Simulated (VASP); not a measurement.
Crystal: TeWS5.

```
Te W S
1.0
     4.38488    0.00000    0.00000
     0.00000    4.38488    0.00000
     0.00000    0.00000    7.85712
Te W S
1 1 5
Direct
  0.00000 0.00000 0.00000
  0.50000 0.50000 0.50000
  0.50000 0.50000 0.00000
  0.50000 0.00000 0.70033
  0.00000 0.50000 0.70033
  0.50000 0.00000 0.29967
  0.00000 0.50000 0.29967
```

| Item | Value |
| --- | --- |
| Program | VASP 6.6.1 |
| Task | relaxation of cell and atoms |
| Functional | PBE |
| Potentials or basis | VASP PAW PBE potentials, release 64 (Te, W_sv, S) |
| Cutoff | 600 eV |
| k mesh | 4 × 4 × 2 |
| Occupations | gaussian, width 0.1 eV |
| Spin | collinear spin |
| Starting moments | [-0.01, 0.49, 0.09, 0.0, 0.0, 0.0, 0.0] μB |

At the start: pressure -13.3 GPa; volume 21.58 Å³/atom.

Task: How do energy, volume and symmetry change on relaxing?

Result: Over 17 steps the energy falls by 275.6 meV/atom and the volume is 17.60 Å³/atom (-18.5 %); space group P4/mmm (No. 123, to 0.05 Å); moment 0.00 μB per cell.

The path:
| step | energy change (eV) | largest force (eV/Å) | pressure (GPa) | volume (Å³) |
| --- | --- | --- | --- | --- |
| 1 | 0.0000 | 1.4422 | -13.25 | 151.07 |
| 2 | -1.0395 | 0.0505 | 12.75 | 115.30 |
| 3 | -1.4097 | 0.6097 | 0.58 | 125.63 |
| 4 | -1.4097 | 0.5858 | 1.03 | 125.16 |
| 5 | -1.5030 | 0.4304 | 1.01 | 125.83 |
| 6 | -1.6531 | 0.2242 | 1.46 | 127.71 |
| 7 | -1.6469 | 0.0223 | -2.95 | 132.73 |
| 8 | -1.6685 | 0.1195 | -0.66 | 129.99 |
| 9 | -1.6916 | 0.1022 | -0.87 | 129.53 |
| 10 | -1.7448 | 0.1805 | -1.08 | 128.73 |
| 11 | -1.8809 | 0.2679 | -1.35 | 126.89 |
| 12 | -1.4844 | 0.3364 | 1.49 | 122.24 |
| 13 | -1.8859 | 0.3456 | -1.07 | 126.26 |
| 14 | -1.8990 | 0.3193 | -0.42 | 124.98 |
| 15 | -1.9012 | 0.2949 | 0.12 | 123.99 |
| 16 | -1.9197 | 0.1606 | 0.08 | 123.66 |
| 17 | -1.9291 | 0.0203 | 0.07 | 123.19 |

Final structure:
```cif
data_structure
_symmetry_space_group_name_H-M 'P 1'
_symmetry_Int_Tables_number 1
_cell_length_a 4.4055
_cell_length_b 4.4055
_cell_length_c 6.3474
_cell_angle_alpha 90.000
_cell_angle_beta 90.000
_cell_angle_gamma 90.000
_cell_volume 123.19
loop_
_atom_site_label
_atom_site_type_symbol
_atom_site_fract_x
_atom_site_fract_y
_atom_site_fract_z
_atom_site_occupancy
Te1 Te 0.00000 0.00000 0.00000 1
W1 W 0.50000 0.50000 0.50000 1
S1 S 0.50000 0.50000 0.00000 1
S2 S 0.50000 0.00000 0.69400 1
S3 S 0.00000 0.50000 0.69400 1
S4 S 0.50000 0.00000 0.30600 1
S5 S 0.00000 0.50000 0.30600 1
```

Caveat: the k points lie up to 0.49 Å⁻¹ apart in the final cell; the volume moved by over 15 % at a fixed basis, so the end points are rough.
